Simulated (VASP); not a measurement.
Al: relaxation of cell and atoms with PBE

The system is Al.

```xyz
2
Lattice="2.9217 0.0000 0.0135 0.0000 3.9674 0.0000 -0.0131 0.0000 2.8525" Properties=species:S:1:pos:R:3 pbc="T T T"
Al    3.6423    2.9755    2.1562
Al   -0.7338    0.9918    0.7097
```

```json
{"Program": "VASP 6.6.1", "Task": "relaxation of cell and atoms", "Functional": "PBE", "Potentials or basis": "VASP PAW PBE potentials, release 64 (Al)", "Cutoff": "600 eV", "k mesh": "14 × 10 × 14", "Occupations": "gaussian, width 0.1 eV", "Spin": "no spin polarisation", "Dipole correction": "no", "Further INCAR settings": "ALGO = Fast; EDIFF = 1e-06; IBRION = 2; EDIFFG = -0.01; NSW = 80; ISIF = 3"}
```

The relaxed volume is 16.49 Å³/atom, the relaxed cell is a = 2.893 Å, b = 3.947 Å, c = 2.888 Å, α = 90.00°, β = 90.00°, γ = 90.00° and the space group after relaxing (to 0.1 Å) is I4/mmm (No. 139). The energy gained by relaxing is 0.9 meV/atom, the ionic steps are 8 and the pressure after relaxing is 0.0 GPa. The band gap on the k mesh is zero (bands 3 and 4 overlap by 11.56 eV).

The path:
| step | energy change (eV) | largest force (eV/Å) | pressure (GPa) | volume (Å³) |
| --- | --- | --- | --- | --- |
| 1 | 0.0000 | 0.0003 | -0.23 | 33.06 |
| 2 | -0.0006 | 0.0003 | 0.03 | 32.95 |
| 3 | -0.0010 | 0.0002 | 0.36 | 32.81 |
| 4 | -0.0014 | 0.0001 | 0.25 | 32.85 |
| 5 | -0.0016 | 0.0000 | 0.11 | 32.91 |
| 6 | -0.0016 | 0.0000 | 0.09 | 32.92 |
| 7 | -0.0017 | 0.0000 | 0.01 | 32.95 |
| 8 | -0.0017 | 0.0000 | -0.04 | 32.98 |

Final structure:
```
Al
1.0
     2.89256    0.00000    0.01333
     0.00000    3.94711    0.00000
    -0.01330    0.00000    2.88821
Al
2
Cartesian
  0.7132 2.9603 2.1695
  2.1661 0.9868 0.7321
```

Levels at points of the mesh, in eV from the Fermi level:
```
           k point  band 1  band 2  band 3  band 4  band 5  band 6  band 7
(0.00, 0.00, 0.00)  -11.14   -2.58   -1.12    4.99    5.15    5.20    8.64
(0.50, 0.00, 0.00)   -6.78   -6.78    1.47    1.47    3.14    3.14    9.00
(0.00, 0.50, 0.00)   -8.78   -8.78    7.17    7.17    7.22    7.33    7.33
(0.50, 0.50, 0.00)   -4.60   -4.60   -4.38   -4.38   11.02   11.02   11.10
(0.00, 0.00, 0.50)   -6.77   -6.77    1.48    1.48    3.16    3.16    8.96
(0.50, 0.00, 0.50)   -3.09   -3.09   -1.84   -1.84    5.41    5.41    5.71
(0.00, 0.50, 0.50)   -4.59   -4.59   -4.37   -4.37   10.98   10.98   11.06
(0.50, 0.50, 0.50)   -0.91   -0.91   -0.91   -0.91    0.03    0.03    0.98
```

Run time: 3.2 min on 1 thread of AMD EPYC 7R13 (shared host), peak memory 0.27 GiB.
